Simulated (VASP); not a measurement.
Set up this calculation in VASP 6.6.1, as the native input.

* Task: single point
* Functional: PBE
* Potentials or basis: VASP PAW PBE potentials, release 64 (Al, N)
* Cutoff: 520 eV
* k mesh: 8 × 8 × 8
* Occupations: gaussian, width 0.05 eV
* Spin: no spin polarisation
* Dipole correction: no
* Further INCAR settings: ALGO = Normal; EDIFF = 1e-07; NBANDS = 11

The structure of AlN lies in POSCAR:

```
AlN
1.0
    0.1157717734      1.9684110059      2.0755267804
    2.0238507968     -0.0814220902      2.2727206439
    2.1286101825      2.2703642551     -0.1861814758
Al N
1 1
Direct
   -0.0111908501     -0.0300770952     -0.0250535999
    0.7611908501      0.7800770952      0.7750535999
```

This cell differs from its parent crystal: atoms moved at random and the cell strained at random.

These files were run (other wordings do the same):

INCAR

```
PREC     = Accurate       # precision mode
ENCUT    = 520            # plane-wave cutoff, eV
EDIFF    = 1E-7           # SCF threshold, eV
ISMEAR   = 0              # smearing method
SIGMA    = 0.05           # smearing width, eV
LREAL    = F              # projectors in reciprocal space
LASPH    = T              # aspherical terms in the spheres
NELM     = 100            # most SCF steps
ALGO     = Normal         # electronic algorithm
ISIF     = 2              # what is computed and relaxed
LWAVE    = F              # write WAVECAR
LCHARG   = F              # write CHGCAR
GGA      = PE             # functional
NBANDS   = 11             # bands
```

KPOINTS

```
Automatic mesh
0
Gamma
  8 8 8
```

Potentials or basis: VASP PAW PBE potentials, release 64 (Al, N).

The run is started by

```bash
$ cat potpaw_PBE.64/Al/POTCAR potpaw_PBE.64/N/POTCAR > POTCAR
$ mpirun -np 1 vasp_std > vasp.out
```

Results of the run:

- Pressure: 63.2 GPa
- Largest force: 14.038 eV/Å
- Band gap on the k mesh: 2.33 eV, indirect (least direct gap 3.16 eV)

Caveat: the cell differs from its parent crystal (atoms moved at random and the cell strained at random); forces of over 1 eV/Å act on the atoms, so gaps and moduli don't describe the material at rest.

It took 15 s on 1 thread of Intel(R) Xeon(R) 6975P-C (Granite Rapids) (shared host), peak memory 0.17 GiB.
